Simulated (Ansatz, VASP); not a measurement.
## Two plane-wave programs on Pt2C3

```
CELL_PARAMETERS angstrom
3.32851 0.00000 0.00000
-1.66426 2.88258 0.00000
0.00000 0.00000 5.64016
ATOMIC_POSITIONS crystal
Pt 0.33333 0.66667 0.23164
Pt 0.66667 0.33333 0.76836
C 0.00000 0.00000 0.00000
C 0.33333 0.66667 0.62806
C 0.66667 0.33333 0.37194
```

Alike in both runs: functional PBE; k mesh 6 × 6 × 4; occupations gaussian, width 0.1 eV; no spin polarisation.

Ansatz relaxed the structure, and its values are those at the end. VASP's run is a single point on that final structure, the one shown.

```csv
,VASP,Ansatz
version,VASP 6.6.1,Ansatz 0.2.0
potentials or method,"VASP PAW PBE potentials, release 64 (Pt, C), cutoff 520 eV","scalar-relativistic, plane waves, PAW"
valence electrons in the cell,32,48
```

```csv
,VASP,Ansatz,Ansatz less VASP
gap on the k mesh at the Fermi level (eV),none,none,-
pressure (GPa),0.0,0.0,0.00
rms of the force components (eV/Å),0.017,0.005,-0.0119
```

A gap of «none» marks a metal or a gap that the smearing closes. The functional is the same, so the differences come from potentials, cutoffs and numerics. VASP's potentials hold 32 valence electrons a cell and Ansatz's 48, so a difference there can come from the potentials and not from the codes.

The k mesh is coarse, so the values compare programs but aren't converged. Neither program's run includes spin-orbit coupling.
